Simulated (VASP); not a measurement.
# Tl (Fm-3m) in VASP: further runs

Tl is run at these levels: PBE+D3(BJ); tasks: single point.

All numbers are computed with VASP 6.6.1; they aren't measurements. Logs are shortened: lines on timing, memory, paths and dates and some standing lists are left out, and cuts for length are marked.

### Step 1. The cell of the first run

Symmetry: Fm-3m, No. 225, cubic system. Conventional cell: a = 4.993 Å, b = 4.993 Å, c = 4.993 Å, α = 90.00°, β = 90.00°, γ = 90.00°. Within 4.6 Å of Tl (site symmetry m-3m) lie 12 Tl at 3.53 Å.

This isn't the form of Tl at room conditions, which is hcp.

### Step 2. Single point, PBE+D3(BJ) (31.11 Å³/atom)

INCAR

```
  ALGO = Normal
  EDIFF = 1E-6
  ENCUT = 520
  GGA = PE
  ISIF = 2
  ISMEAR = 0
  IVDW = 12
  LASPH = True
  LCHARG = False
  LREAL = False
  LWAVE = False
  NBANDS = 12
  NELM = 100
  PREC = Accurate
  SIGMA = 0.1
```

KPOINTS

```
k-points
0
Gamma
  14 14 14
```

POSCAR

```
Tl
1.0
    0.0000000000      2.4962915937      2.4962915937
    2.4962915937      0.0000000000      2.4962915937
    2.4962915937      2.4962915937      0.0000000000
Tl
1
Direct
    0.0000000000      0.0000000000      0.0000000000
```

Potentials or basis: VASP PAW PBE potentials, release 64 (Tl_d).

Run with:

```bash
> cat potpaw_PBE.64/Tl_d/POTCAR > POTCAR
> mpirun -np 1 vasp_std > vasp.out
```

OUTCAR:

```text
EDIFF = 1E-6
   ENCUT = 520
   GGA = PE
   ISIF = 2
   ISMEAR = 0
   IVDW = 12
   LASPH = True
   LREAL = False
   NELM = 100
   PREC = Accurate
 IVDW          = 12

 ion  position               nearest neighbor table
   1  0.000  0.000  0.000-

  LATTYP: Found a face centered cubic cell.
 ALAT       =     4.9925831874

  Lattice vectors:

 A1 = (   0.0000000000,   2.4962915937,   2.4962915937)
 A2 = (   2.4962915937,   0.0000000000,   2.4962915937)
 A3 = (   2.4962915937,   2.4962915937,   0.0000000000)

Analysis of symmetry for initial positions (statically):
=====================================================================
 Subroutine PRICEL returns:
 Original cell was already a primitive cell.

 Routine SETGRP: Setting up the symmetry group for a
 face centered cubic supercell.

 Subroutine GETGRP returns: Found 48 space group operations
 (whereof 48 operations were pure point group operations)
 out of a pool of 48 trial point group operations.

The static configuration has the point symmetry O_h .

Analysis of symmetry for dynamics (positions and initial velocities):
=====================================================================
 Subroutine PRICEL returns:
 Original cell was already a primitive cell.

 Routine SETGRP: Setting up the symmetry group for a
 face centered cubic supercell.

 Subroutine GETGRP returns: Found 48 space group operations
 (whereof 48 operations were pure point group operations)
 out of a pool of 48 trial point group operations.

The dynamic configuration has the point symmetry O_h .

 Subroutine INISYM returns: Found 48 space group operations
 (whereof 48 operations are pure point group operations),
 and found     1 'primitive' translations

----------------------------------------------------------------------------------------

                                     Primitive cell

  volume of cell :      31.1111

  direct lattice vectors                    reciprocal lattice vectors
     0.000000000  2.496291594  2.496291594    -0.200297113  0.200297113  0.200297113
     2.496291594  0.000000000  2.496291594     0.200297113 -0.200297113  0.200297113
     2.496291594  2.496291594  0.000000000     0.200297113  0.200297113 -0.200297113

  length of vectors
     3.530289427  3.530289427  3.530289427     0.346924777  0.346924777  0.346924777

  position of ions in fractional coordinates (direct lattice)
     0.000000000  0.000000000  0.000000000

[... 81 lines left out ...]
   ISIF   =      2    stress and relaxation
   ISYM   =      2    0-nonsym 1-usesym 2-fastsym
   POTIM  = 0.5000    time-step for ionic-motion
   TEBEG  =    0.0;   TEEND  =   0.0 temperature during run
   PSTRESS=    0.0 pullay stress
   NELECT =      13.0000    total number of electrons
   NUPDOWN=      -1.0000    fix difference up-down
   EMIN   =  10.00;   EMAX   =-10.00  energy-range for DOS
   EFERMI =   0.00;   METHOD = LEGACY
   ISMEAR =     0;   SIGMA  =   0.10  broadening in eV -4-tet -1-fermi 0-gaus
   EFERMI_NEDOS =   21; number of points for ismear=-14 and -15
   IALGO  =     38    algorithm
   IMIX   =      4    mixing-type and parameters
     AMIX     =   0.40;   BMIX     =  1.00
     AMIX_MAG =   1.60;   BMIX_MAG =  1.00
  volume/ion in A,a.u.               =      31.11       209.95
  Fermi-wavevector in a.u.,A,eV,Ry     =   1.223913  2.312861 20.381033  1.497964
  Thomas-Fermi vector in A             =   2.359007
   LORBIT       =      0    0 simple, 1 ext, 2 COOP (PROOUT), +10 PAW based schemes
   GGA     = PE    functional components
   LHFCALC =     F    Hartree Fock is set to
   AEXX    =    0.0000 exact exchange contribution
   IVDW    =    12    specifies the selected vdW correction
   LEPSILON=     F    determine dielectric tensor
   LRPA    =     F    only Hartree local field effects (RPA)
 non-spin polarized calculation
 Gauss-broadening in eV      SIGMA  =   0.10
  energy-cutoff  :      520.00
  volume of cell :       31.11
 maximum number of plane-waves:       872
 NGX is ok and might be reduce to    28
   NGX = 13   NGY = 13   NGZ = 13

 number of electron      13.0000002 magnetization

 Free energy of the ion-electron system (eV)
  ---------------------------------------------------
  ext. energy  EPLUGINS =         0.00000000
  ---------------------------------------------------
  free energy    TOTEN  =        -2.20758501 eV

  energy without entropy =       -2.20419457  energy(sigma->0) =       -2.20588979

 E-fermi :   5.7111     XC(G=0):  -9.7761

 val. band max:        5.6813558295   @ k =  -0.2857   0.5000   0.2143
 cond. band min:       5.7262403213   @ k =  -0.4286   0.3571   0.1429
 fundamental gap:      0.0448844918
 Fermi energy:         5.7111124885

 k-point     1 :       0.0000    0.0000    0.0000
  band No.  band energies     occupation
      1      -5.7852      2.00000
      2      -5.7852      2.00000
      3      -5.7852      2.00000
      4      -5.5635      2.00000
      5      -5.5635      2.00000
      6      -3.7699      2.00000
      7      15.2947      0.00000
      8      15.2947      0.00000
      9      15.2947      0.00000
     10      16.5471      0.00000
     11      19.0365      0.00000
     12      20.0373      0.00000
[... 331 lines left out ...]
 k-point    24 :       0.2857    0.1429    0.0000
  band No.  band energies     occupation
      1      -5.8685      2.00000
      2      -5.7064      2.00000
      3      -5.6562      2.00000
      4      -5.6093      2.00000
      5      -5.4611      2.00000
      6      -2.2573      2.00000
      7       9.0661      0.00000
      8      12.4678      0.00000
      9      12.8718      0.00000
     10      15.5626      0.00000
     11      17.2864      0.00000
     12      21.3388      0.00000

 [... further k-points ...]

------------------------ aborting loop because EDIFF is reached ----------------------------------------

 Edisp (eV)   -0.31417

 E8    (eV) :    -0.1642

  FORCE on cell =-STRESS in cart. coord.  units (eV):
  Direction    XX          YY          ZZ          XY          YZ          ZX
  --------------------------------------------------------------------------------------
  -------------------------------------------------------------------------------------
  Total      -0.32659    -0.32659    -0.32659    -0.00000     0.00000    -0.00000
  in kB     -16.81868   -16.81868   -16.81868    -0.00000     0.00000    -0.00000
  external pressure =      -16.82 kB  Pullay stress =        0.00 kB

 VOLUME and BASIS-vectors are now :
 -----------------------------------------------------------------------------
  energy-cutoff  :      520.00
  volume of cell :       31.11
      direct lattice vectors                 reciprocal lattice vectors
     0.000000000  2.496291594  2.496291594    -0.200297113  0.200297113  0.200297113
     2.496291594  0.000000000  2.496291594     0.200297113 -0.200297113  0.200297113
     2.496291594  2.496291594  0.000000000     0.200297113  0.200297113 -0.200297113

 POSITION                                       TOTAL-FORCE (eV/Angst)
 -----------------------------------------------------------------------------------
      0.00000      0.00000      0.00000         0.000000     -0.000000     -0.000000
 -----------------------------------------------------------------------------------
    total drift:                               -0.000000     -0.000000     -0.000000

  FREE ENERGIE OF THE ION-ELECTRON SYSTEM (eV)
  ---------------------------------------------------
  free  energy   TOTEN  =        -2.5217543171 eV

  energy  without entropy=       -2.5183638766  energy(sigma->0) =       -2.52005910
```

Wall time 21 s (1 thread of Intel Xeon Platinum 8488C (Sapphire Rapids), shared host); peak memory 0.18 GiB.

What came out:

* Free energy: -2.5218 eV
* Pressure: -1.7 GPa
* Band gap on the k mesh: zero (an odd number of electrons rules out a gap without spin polarisation)
* Dispersion energy per atom: -0.314 eV

Caveat: spin-orbit coupling is left out, which moves the levels of the heavy elements.

### Step 3. Single point, PBE+D3(BJ) (32.29 Å³/atom)

This run uses another cell than the first one, of 32.29 Å³/atom.

INCAR

```
PREC     = Accurate       # precision mode
ENCUT    = 520            # plane-wave cutoff, eV
EDIFF    = 1E-7           # SCF threshold, eV
ISMEAR   = 0              # smearing method
SIGMA    = 0.1            # smearing width, eV
LREAL    = False          # projectors in reciprocal space
LASPH    = True           # aspherical terms in the spheres
NELM     = 60             # most SCF steps
ALGO     = Fast           # electronic algorithm
ISIF     = 2              # what is computed and relaxed
LWAVE    = False          # write WAVECAR
LCHARG   = False          # write CHGCAR
GGA      = PE             # functional
IVDW     = 12             # dispersion correction
NBANDS   = 12             # bands
```

KPOINTS

```
regular mesh
0
Gamma
  14 14 14
```

POSCAR

```
Tl
1.0
    0.0000000000      2.5273045983      2.5273045983
    2.5273045983      0.0000000000      2.5273045983
    2.5273045983      2.5273045983      0.0000000000
Tl
1
Direct
    0.0000000000      0.0000000000      0.0000000000
```

Potentials or basis: VASP PAW PBE potentials, release 64 (Tl_d).

Run with:

```bash
> cat potpaw_PBE.64/Tl_d/POTCAR > POTCAR
> mpirun -np 1 vasp_std > vasp.out
```

Wall time 26 s (1 thread of Intel Xeon Platinum 8488C (Sapphire Rapids), shared host); peak memory 0.18 GiB.

Results (log left out):

```yaml
Free_energy: -2.5070 eV
Pressure: -2.5 GPa
Band_gap_on_the_k_mesh: zero (an odd number of electrons rules out a gap without spin polarisation)
Dispersion_energy_per_atom: -0.302 eV
```

Levels at points of the mesh, in eV from the Fermi level:
```csv
k point,band 4,band 5,band 6,band 7,band 8,band 9
"(0.00, 0.00, 0.00)",-11.27,-11.27,-9.26,9.27,9.27,9.27
"(0.50, 0.00, 0.00)",-11.08,-11.08,-5.34,-2.43,7.44,7.44
"(0.50, 0.50, 0.00)",-11.04,-11.04,-3.89,-1.46,3.82,3.82
```

Caveat: spin-orbit coupling is left out, which moves the levels of the heavy elements.
